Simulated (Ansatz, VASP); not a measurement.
**One calculation of AlNi3, two programs**

The input INCAR:

```
PREC     = Accurate       # precision mode
ENCUT    = 520            # plane-wave cutoff, eV
EDIFF    = 1E-7           # SCF threshold, eV
ISMEAR   = 0              # smearing method
SIGMA    = 0.15           # smearing width, eV
LREAL    = F              # projectors in reciprocal space
LASPH    = T              # aspherical terms in the spheres
NELM     = 60             # most SCF steps
ALGO     = Fast           # electronic algorithm
ISIF     = 2              # what is computed and relaxed
LWAVE    = F              # write WAVECAR
LCHARG   = F              # write CHGCAR
GGA      = PS             # functional
NBANDS   = 24             # bands
```

KPOINTS

```
regular mesh
0
Gamma
  16 16 16
```

POSCAR

```
AlNi3
1.0
    0.0000000000      2.7532643518      2.8909275694
    2.7532643518      0.0000000000      2.8909275694
    2.7532643518      2.7532643518      0.0000000000
Al Ni
1 3
Direct
    0.5000000000      0.5000000000      0.5000000000
    0.2500000000      0.2500000000      0.2500000000
    0.0000000000      0.0000000000      0.0000000000
    0.7500000000      0.7500000000      0.7500000000
```

Input for Ansatz:

```yaml
crystal:
  lattice:
    - [0.0, 2.7532643518, 2.8909275694]
    - [2.7532643518, 0.0, 2.8909275694]
    - [2.7532643518, 2.7532643518, 0.0]
  atoms:
    - { symbol: Al, position: [0.5, 0.5, 0.5] }
    - { symbol: Ni, position: [0.25, 0.25, 0.25] }
    - { symbol: Ni, position: [0.0, 0.0, 0.0] }
    - { symbol: Ni, position: [0.75, 0.75, 0.75] }
basis:
  ecutwfc: 420
kpoints:
  mp_grid: { grid: [16, 16, 16] }
hamiltonian:
  xc: pbesol
scf:
  occupations: { method: gaussian, width: 0.15 }
output:
  forces: true
  stress: true
  eigenvalues: true
```

Alike in both runs: task single point; functional PBEsol; k mesh 16 × 16 × 16; occupations gaussian, width 0.15 eV; no spin polarisation.

|  | VASP | Ansatz |
| --- | --- | --- |
| version | VASP 6.6.1 | Ansatz 0.2.0 |
| potentials or method | VASP PAW PBE potentials, release 64 (Al, Ni), cutoff 520 eV | scalar-relativistic, plane waves, PAW |
| valence electrons in the cell | 33 | 57 |

VASP gave:

* gap on the k mesh at the Fermi level (eV): none
* pressure (GPa): 0.1
* traceless stress, the component that is largest in VASP (GPa): 1.04

Estimate Ansatz's values.

gap on the k mesh at the Fermi level (eV): none; pressure (GPa): 0.1; traceless stress, the component that is largest in VASP (GPa): 1.11.

VASP's potentials were made for PBE, not for PBEsol. A gap of «none» marks a metal or a gap that the smearing closes. The functional is the same, so the differences come from potentials, cutoffs and numerics. VASP's potentials hold 33 valence electrons a cell and Ansatz's 57, so a difference there can come from the potentials and not from the codes.
